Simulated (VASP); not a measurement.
Cd12O, 13 atoms in the cell. The cell holds a slab with vacuum, 13 atoms: a = 5.960 Å, b = 5.960 Å, c = 16.620 Å, α = 90.00°, β = 90.00°, γ = 60.00°. 

```yaml
Program: VASP 6.6.1
Task: single point
Functional: PBE
Dispersion: D3(BJ)
Potentials_or_basis: VASP PAW PBE potentials, release 64 (Cd, O)
Cutoff: 520 eV
k_mesh: 2 × 2 × 1
Occupations: fermi-dirac, width 0.15 eV
Spin: no spin polarisation
Dipole_correction: no
Further_INCAR_settings: ALGO = Normal; EDIFF = 1e-06; NBANDS = 87
```

Potentials or basis: VASP PAW PBE potentials, release 64 (Cd, O).

Launch:

```bash
$ cat potpaw_PBE.64/Cd/POTCAR potpaw_PBE.64/O/POTCAR > POTCAR
$ mpirun -np 1 vasp_std > vasp.out
```

Hardware: 1 thread of Intel(R) Xeon(R) Platinum 8375C CPU @ 2.90GHz (Ice Lake), on a shared host.

Problem. How long does it take, and how much memory?

Solution. Run time: 5.2 min on 1 thread of Intel(R) Xeon(R) Platinum 8375C CPU @ 2.90GHz (Ice Lake) (shared host), peak memory 0.63 GiB. Counts: scf iterations 23, k points 4.
